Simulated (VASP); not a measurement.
# SiC (P-6m2) in VASP: further runs

Runs on SiC. Level: PBE. Tasks: single point, relaxation of cell and atoms.

Program: VASP 6.6.1. These are calculated values, not measurements. Logs are shortened: lines on timing, memory, paths and dates and some standing lists are left out, and cuts for length are marked.

### Step 1. The cell of the first run

It takes space group P-6m2 (No. 187, hexagonal). The conventional cell has a = 2.863 Å, b = 2.863 Å, c = 2.571 Å, α = 90.00°, β = 90.00°, γ = 120.00°. Within 2.8 Å of Si (site symmetry -6m2) lie 6 C at 2.09 Å and 2 Si at 2.57 Å. C (site symmetry -6m2) has 6 Si at 2.09 Å and 2 C at 2.57 Å within 2.8 Å.

### Step 2. Single point, PBE

File INCAR:

```
SYSTEM = SiC
ALGO = Normal
EDIFF = 1E-6
ENCUT = 520
GGA = PE
ISIF = 2
ISMEAR = 0
LASPH = .True.
LCHARG = .False.
LREAL = .False.
LWAVE = .False.
NBANDS = 11
NELM = 80
PREC = Accurate
SIGMA = 0.1
```

File KPOINTS:

```
k-points
0
Gamma
  24 24 22
  0 0 0
```

File POSCAR:

```
SiC
1.0
    2.8632098646      0.0000000000      0.0000000000
   -1.4316049323      2.4796124791      0.0000000000
    0.0000000000      0.0000000000      2.5713781495
Si C
1 1
Direct
    0.3333333333      0.6666666667      0.5000000000
    0.6666666667      0.3333333333      0.0000000000
```

Potentials or basis: VASP PAW PBE potentials, release 64 (Si, C).

The run is started by

```sh
$ cat potpaw_PBE.64/Si/POTCAR potpaw_PBE.64/C/POTCAR > POTCAR
$ mpirun -np 1 vasp_std > vasp.out
```

OUTCAR:

```text
SYSTEM = SiC
   EDIFF = 1E-6
   ENCUT = 520
   GGA = PE
   ISIF = 2
   ISMEAR = 0
   LASPH = .True.
   LREAL = .False.
   NELM = 80
   PREC = Accurate

 ion  position               nearest neighbor table
   1  0.333  0.667  0.500-   2 2.09   2 2.09   2 2.09   2 2.09   2 2.09   2 2.09
   2  0.667  0.333  0.000-   1 2.09   1 2.09   1 2.09   1 2.09   1 2.09   1 2.09

  LATTYP: Found a hexagonal cell.
 ALAT       =     2.8632098646
 C/A-ratio  =     0.8980753319

  Lattice vectors:

 A1 = (   2.8632098646,   0.0000000000,   0.0000000000)
 A2 = (  -1.4316049323,   2.4796124791,   0.0000000000)
 A3 = (   0.0000000000,   0.0000000000,   2.5713781495)

Analysis of symmetry for initial positions (statically):
=====================================================================
 Subroutine PRICEL returns:
 Original cell was already a primitive cell.

 Routine SETGRP: Setting up the symmetry group for a
 hexagonal supercell.

 Subroutine GETGRP returns: Found 12 space group operations
 (whereof 12 operations were pure point group operations)
 out of a pool of 24 trial point group operations.

The static configuration has the point symmetry D_3h.

Analysis of symmetry for dynamics (positions and initial velocities):
=====================================================================
 Subroutine PRICEL returns:
 Original cell was already a primitive cell.

 Routine SETGRP: Setting up the symmetry group for a
 hexagonal supercell.

 Subroutine GETGRP returns: Found 12 space group operations
 (whereof 12 operations were pure point group operations)
 out of a pool of 24 trial point group operations.

The dynamic configuration has the point symmetry D_3h.

 Subroutine INISYM returns: Found 12 space group operations
 (whereof 12 operations are pure point group operations),
 and found     1 'primitive' translations

----------------------------------------------------------------------------------------

                                     Primitive cell

  volume of cell :      18.2559

  direct lattice vectors                    reciprocal lattice vectors
     2.863209865  0.000000000  0.000000000     0.349258366  0.201644412  0.000000000
    -1.431604932  2.479612479  0.000000000     0.000000000  0.403288824  0.000000000
     0.000000000  0.000000000  2.571378150     0.000000000  0.000000000  0.388896515

  length of vectors
     2.863209865  2.863209865  2.571378150     0.403288824  0.403288824  0.388896515

  position of ions in fractional coordinates (direct lattice)
     0.333333333  0.666666667  0.500000000
     0.666666667  0.333333333  0.000000000

  ion indices of the primitive-cell ions
   primitive index   ion index
                 1           1
                 2           2

----------------------------------------------------------------------------------------

 KPOINTS: k-points

Automatic generation of k-mesh.
 Grid dimensions read from file:
 generate k-points for:   24   24   22

 Generating k-lattice:

  Cartesian coordinates                     Fractional coordinates (reciprocal lattice)
     0.014552432  0.008401850  0.000000000     0.041666667 -0.000000000  0.000000000
     0.000000000  0.016803701  0.000000000     0.000000000  0.041666667  0.000000000
     0.000000000  0.000000000  0.017677114     0.000000000  0.000000000  0.045454545

  Length of vectors
     0.016803701  0.016803701  0.017677114

  Shift w.r.t. Gamma in fractional coordinates (k-lattice)
     0.000000000  0.000000000  0.000000000

 Subroutine IBZKPT returns following result:
 ===========================================

 Found    732 irreducible k-points:

 Following reciprocal coordinates:
            Coordinates               Weight
  0.000000  0.000000  0.000000      1.000000
  0.041667  0.000000  0.000000      6.000000
  0.083333  0.000000  0.000000      6.000000
  0.125000  0.000000  0.000000      6.000000
  0.166667  0.000000  0.000000      6.000000
  0.208333  0.000000  0.000000      6.000000
[... 16 lines left out ...]
  0.416667  0.041667  0.000000     12.000000
  0.458333  0.041667  0.000000     12.000000
 [... further k-points ...]
   k-points           NKPTS =    732   k-points in BZ     NKDIM =    732   number of bands    NBANDS=     11
   number of dos      NEDOS =    301   number of ions     NIONS =      2
   total plane-waves  NPLWV =  11520
   dimension x,y,z NGX =    24 NGY =   24 NGZ =   20
   dimension x,y,z NGXF=    48 NGYF=   48 NGZF=   40
   ions per type =               1   1
   NGX,Y,Z   is equivalent  to a cutoff of  13.94, 13.94, 12.93 a.u.
   NGXF,Y,Z  is equivalent  to a cutoff of  27.87, 27.87, 25.86 a.u.
 SYSTEM =  SiC
   PREC   = accura    normal or accurate (medium, high low for compatibility)
   ISTART =      0    job   : 0-new  1-cont  2-samecut
   ICHARG =      2    charge: 1-file 2-atom 10-const
   ISPIN  =      1    spin polarized calculation?
   LNONCOLLINEAR =      F non collinear calculations
   LSORBIT =      F    spin-orbit coupling
   LASPH  =      T    aspherical Exc in radial PAW
   ENCUT  =  520.0 eV  38.22 Ry    6.18 a.u.   5.32  5.32  4.78*2*pi/ulx,y,z
   NELM   =     80;   NELMIN=  2; NELMDL= -5     # of ELM steps
   EDIFF  = 0.1E-05   stopping-criterion for ELM
   LREAL  =      F    real-space projection
   EDIFFG = 0.1E-04   stopping-criterion for IOM
   NSW    =      0    number of steps for IOM
   IBRION =     -1    ionic relax: 0-MD 1-quasi-New 2-CG
   NFREE  =      0    steps in history (QN), initial steepest desc. (CG)
   ISIF   =      2    stress and relaxation
   ISYM   =      2    0-nonsym 1-usesym 2-fastsym
   POTIM  = 0.5000    time-step for ionic-motion
   TEBEG  =    0.0;   TEEND  =   0.0 temperature during run
   PSTRESS=    0.0 pullay stress
   NELECT =       8.0000    total number of electrons
   NUPDOWN=      -1.0000    fix difference up-down
   EMIN   =  10.00;   EMAX   =-10.00  energy-range for DOS
   EFERMI =   0.00;   METHOD = LEGACY
   ISMEAR =     0;   SIGMA  =   0.10  broadening in eV -4-tet -1-fermi 0-gaus
   EFERMI_NEDOS =   21; number of points for ismear=-14 and -15
   IALGO  =     38    algorithm
   IMIX   =      4    mixing-type and parameters
     AMIX     =   0.40;   BMIX     =  1.00
     AMIX_MAG =   1.60;   BMIX_MAG =  1.00
  volume/ion in A,a.u.               =       9.13        61.60
  Fermi-wavevector in a.u.,A,eV,Ry     =   1.243475  2.349828 21.037749  1.546231
  Thomas-Fermi vector in A             =   2.377784
   LORBIT       =      0    0 simple, 1 ext, 2 COOP (PROOUT), +10 PAW based schemes
   GGA     = PE    functional components
   LHFCALC =     F    Hartree Fock is set to
   AEXX    =    0.0000 exact exchange contribution
   IVDW    =     0    specifies the selected vdW correction
   LEPSILON=     F    determine dielectric tensor
   LRPA    =     F    only Hartree local field effects (RPA)
 non-spin polarized calculation
 Gauss-broadening in eV      SIGMA  =   0.10
  energy-cutoff  :      520.00
  volume of cell :       18.26
 maximum number of plane-waves:       514
 NGX is ok and might be reduce to    24
   NGX = 11   NGY = 11   NGZ =  9

 number of electron       8.0000000 magnetization

 Free energy of the ion-electron system (eV)
  ---------------------------------------------------
  ext. energy  EPLUGINS =         0.00000000
  ---------------------------------------------------
  free energy    TOTEN  =       -12.44817427 eV

  energy without entropy =      -12.44562235  energy(sigma->0) =      -12.44689831

 E-fermi :  10.9528     XC(G=0): -12.2643

 val. band max:       10.9507419103   @ k =   0.0417   0.0417   0.2727
 cond. band min:      10.9551121579   @ k =   0.2917   0.1667   0.0909
 fundamental gap:      0.0043702476
 Fermi energy:        10.9528448902

 k-point     1 :       0.0000    0.0000    0.0000
  band No.  band energies     occupation
      1      -6.5878      2.00000
      2      10.1291      2.00000
      3      10.1291      2.00000
      4      10.2356      2.00000
      5      14.8865      0.00000
      6      16.6921      0.00000
      7      17.5971      0.00000
      8      17.5971      0.00000
      9      24.6412      0.00000
     10      26.3968      0.00000
     11      29.7047      0.00000

 k-point     2 :       0.0417    0.0000    0.0000
  band No.  band energies     occupation
      1      -6.5512      2.00000
      2       9.8740      2.00000
      3      10.0625      2.00000
      4      10.2600      2.00000
      5      14.9663      0.00000
      6      16.6039      0.00000
      7      17.7207      0.00000
      8      17.7562      0.00000
      9      24.8332      0.00000
     10      26.2682      0.00000
     11      29.6858      0.00000

 k-point     3 :       0.0833    0.0000    0.0000
  band No.  band energies     occupation
      1      -6.4414      2.00000
      2       9.2055      2.00000
      3       9.8773      2.00000
      4      10.3325      2.00000
      5      15.0864      0.00000
      6      16.4301      0.00000
      7      18.0749      0.00000
      8      18.2054      0.00000
      9      25.3319      0.00000
     10      25.9065      0.00000
     11      29.6467      0.00000
[... 267 lines left out ...]
 k-point    23 :       0.4167    0.0417    0.0000
  band No.  band energies     occupation
      1      -2.8914      2.00000
      2       0.7363      2.00000
      3       7.4853      2.00000
      4      12.0582      0.00000
      5      13.0751      0.00000
      6      19.3389      0.00000
      7      20.7378      0.00000
      8      21.4234      0.00000
      9      23.5042      0.00000
     10      27.1679      0.00000
     11      28.9462      0.00000

 k-point    24 :       0.4583    0.0417    0.0000
  band No.  band energies     occupation
      1      -2.4892      2.00000
      2       0.2123      2.00000
      3       7.4245      2.00000
      4      12.1486      0.00000
      5      13.0059      0.00000
      6      19.7911      0.00000
      7      20.5504      0.00000
      8      20.9852      0.00000
      9      23.6822      0.00000
     10      27.4883      0.00000
     11      28.8717      0.00000

 [... further k-points ...]

------------------------ aborting loop because EDIFF is reached ----------------------------------------

  FORCE on cell =-STRESS in cart. coord.  units (eV):
  Direction    XX          YY          ZZ          XY          YZ          ZX
  --------------------------------------------------------------------------------------
  -------------------------------------------------------------------------------------
  Total        0.0147750      0.0147750      0.0114065      0.0000000      0.0000000     -0.0000000
  in kB        1.2966876      1.2966876      1.0010569      0.0000000      0.0000000     -0.0000000
  external PRESSURE =       1.1981440 kB  Pullay stress =       0.0000000 kB

 VOLUME and BASIS-vectors are now :
 -----------------------------------------------------------------------------
  energy-cutoff  :      520.00
  volume of cell :       18.26
      direct lattice vectors                 reciprocal lattice vectors
     2.863209865  0.000000000  0.000000000     0.349258366  0.201644412  0.000000000
    -1.431604932  2.479612479  0.000000000     0.000000000  0.403288824  0.000000000
     0.000000000  0.000000000  2.571378150     0.000000000  0.000000000  0.388896515

 POSITION                                       TOTAL-FORCE (eV/Angst)
 -----------------------------------------------------------------------------------
     -0.00000      1.65307      1.28569         0.000000      0.000000      0.000000
      1.43160      0.82654      0.00000         0.000000      0.000000      0.000000
 -----------------------------------------------------------------------------------
    total drift:                               -0.000000      0.000000      0.000000

  FREE ENERGIE OF THE ION-ELECTRON SYSTEM (eV)
  ---------------------------------------------------
  free  energy   TOTEN  =       -12.4481742678 eV

  energy  without entropy=      -12.4456223533  energy(sigma->0) =      -12.44689831
```

It took 3.9 min on 1 thread of AMD EPYC 7R43 (Zen 3), shared host; peak memory 0.21 GiB.

Results:

```yaml
Free_energy: -12.4482 eV
Pressure: 0.1 GPa
Band_gap_on_the_k_mesh: zero (band 4 reaches 12.45 eV, above the bottom of band 5 at 7.99 eV)
```

Levels at points of the mesh, in eV from the Fermi level:
| k point | band 1 | band 2 | band 3 | band 4 | band 5 | band 6 | band 7 | band 8 | band 9 |
| --- | --- | --- | --- | --- | --- | --- | --- | --- | --- |
| (0.00, 0.00, 0.00) | -17.54 | -0.82 | -0.82 | -0.72 | 3.93 | 5.74 | 6.64 | 6.64 | 13.69 |
| (0.50, 0.00, 0.00) | -13.40 | -10.84 | -3.28 | 1.20 | 1.75 | 8.92 | 9.56 | 9.93 | 12.80 |
| (0.00, 0.00, 0.50) | -13.23 | -11.73 | 1.26 | 1.26 | 7.81 | 7.86 | 8.87 | 8.87 | 11.63 |
| (0.50, 0.00, 0.50) | -9.58 | -7.90 | -7.00 | -3.76 | -0.64 | 5.01 | 6.53 | 6.78 | 16.66 |

### Step 3. Relaxation of cell and atoms, PBE

This run uses another cell than the first one, of 9.09 Å³/atom, 0.996 times its volume.

File INCAR:

```
PREC = Accurate
ENCUT = 600
EDIFF = 1E-6
ISMEAR = 0
SIGMA = 0.1
LREAL = False
LASPH = True
NELM = 80
ALGO = Normal
ISIF = 3
LWAVE = False
LCHARG = False
GGA = PE
IBRION = 2
NSW = 100
EDIFFG = -0.01
```

File KPOINTS:

```
Automatic mesh
0
Gamma
  24 24 22
```

File POSCAR:

```
SiC
1.0
    2.8643927455      0.0000000000      0.0000000000
   -1.4321963728      2.4806368841      0.0000000000
    0.0000000000      0.0000000000      2.5577936373
Si C
1 1
Direct
    0.3333333333      0.6666666667      0.5000000000
    0.6666666667      0.3333333333      0.0000000000
```

Potentials or basis: VASP PAW PBE potentials, release 64 (Si, C).

The run is started by

```sh
$ cat potpaw_PBE.64/Si/POTCAR potpaw_PBE.64/C/POTCAR > POTCAR
$ mpirun -np 1 vasp_std > vasp.out
```

Run time: 3.8 min. Hardware: 1 thread of Intel Xeon 8259CL, shared host; peak memory 0.25 GiB.

It converged, with:

* Free energy: -12.4490 eV
* Relaxed volume: 9.13 Å³/atom
* Relaxed cell: a = 2.863 Å, b = 2.863 Å, c = 2.571 Å, α = 90.00°, β = 90.00°, γ = 120.00°
* Space group after relaxing (to 0.05 Å): P-6m2 (No. 187)
* Energy gained by relaxing: 0.4 meV/atom
* Ionic steps: 4
* Pressure after relaxing: 0.0 GPa
* Band gap on the k mesh: zero (band 4 reaches 12.46 eV, above the bottom of band 5 at 7.99 eV)

The path:
```tsv
step	energy change (eV)	largest force (eV/Å)	pressure (GPa)	volume (Å³)
1	0.0000	0.0000	1.09	18.17
2	-0.0005	0.0000	-0.95	18.34
3	-0.0009	0.0000	-0.19	18.28
4	-0.0009	0.0000	0.03	18.25
```

Final structure:
```xyz
2
Lattice="2.8629 0.0000 0.0000 -1.4315 2.4793 0.0000 0.0000 0.0000 2.5713" Properties=species:S:1:pos:R:3 pbc="T T T"
Si    0.0000    1.6529    1.2857
C     1.4315    0.8264    0.0000
```

Levels at points of the mesh, in eV from the Fermi level:
```tsv
k point	band 1	band 2	band 3	band 4	band 5	band 6	band 7	band 8
(0.00, 0.00, 0.00)	-17.54	-0.82	-0.82	-0.72	3.94	5.74	6.65	6.65
(0.50, 0.00, 0.00)	-13.40	-10.84	-3.28	1.20	1.75	8.92	9.56	9.93
(0.00, 0.00, 0.50)	-13.23	-11.73	1.26	1.26	7.82	7.87	8.88	8.88
(0.50, 0.00, 0.50)	-9.58	-7.91	-7.00	-3.76	-0.64	5.01	6.53	6.78
```
